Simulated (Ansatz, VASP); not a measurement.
**One calculation of Ge, two programs**

INCAR

```
SYSTEM = Ge
PREC     = Accurate       ! precision mode
ENCUT    = 520            ! plane-wave cutoff, eV
EDIFF    = 1E-8           ! SCF threshold, eV
ISMEAR   = -1             ! smearing method
SIGMA    = 0.05           ! smearing width, eV
LREAL    = .FALSE.        ! projectors in reciprocal space
LASPH    = .TRUE.         ! aspherical terms in the spheres
NELM     = 60             ! most SCF steps
ALGO     = Normal         ! electronic algorithm
ISIF     = 2              ! what is computed and relaxed
LWAVE    = .FALSE.        ! write WAVECAR
LCHARG   = .FALSE.        ! write CHGCAR
GGA      = PE             ! functional
LEFG     = .TRUE.       
NBANDS   = 21             ! bands
```

File KPOINTS:

```
regular mesh
0
G
  11 11 11
  0 0 0
```

File POSCAR:

```
Ge
1.0
    0.0000000000      2.8516016542      2.8516016542
    2.8516016542      0.0000000000      2.8516016542
    2.8516016542      2.8516016542      0.0000000000
Ge
2
Direct
    0.0000000000      0.0000000000      0.0000000000
    0.2500000000      0.2500000000      0.2500000000
```

Input for Ansatz:

```yaml
crystal:
  lattice:
    - [0.0, 2.8516016542, 2.8516016542]
    - [2.8516016542, 0.0, 2.8516016542]
    - [2.8516016542, 2.8516016542, 0.0]
  atoms:
    - { symbol: Ge, position: [0.0, 0.0, 0.0] }
    - { symbol: Ge, position: [0.25, 0.25, 0.25] }
kpoints:
  mp_grid: { grid: [11, 11, 11] }
scf:
  occupations: { method: fermi_dirac, width: 0.05 }
hamiltonian:
  xc: pbe
  pseudopotentials: { kind: paw }
output:
  forces: true
  stress: true
  eigenvalues: true
  efg: { contact_densities: true }
```

Change from the starting cell: volume scaled by 0.97, PAW files.

Alike in both runs: task electric field gradients; functional PBE; k mesh 11 × 11 × 11; occupations fermi-dirac, width 0.05 eV; no spin polarisation.

|  | VASP | Ansatz |
| --- | --- | --- |
| version | VASP 6.6.1 | Ansatz 0.2.0 |
| potentials or method | VASP PAW PBE potentials, release 64 (Ge_d) | PAW with Ansatz's default frozen-core files, scalar-relativistic |
| plane-wave cutoff (eV) | 520 | 420 |
| valence electrons in the cell | 28 | 28 |

```tsv
	VASP	Ansatz	Ansatz less VASP
pressure (GPa)	1.9	1.9	+0.06
```

The functional is the same, so the differences come from potentials, cutoffs and numerics.
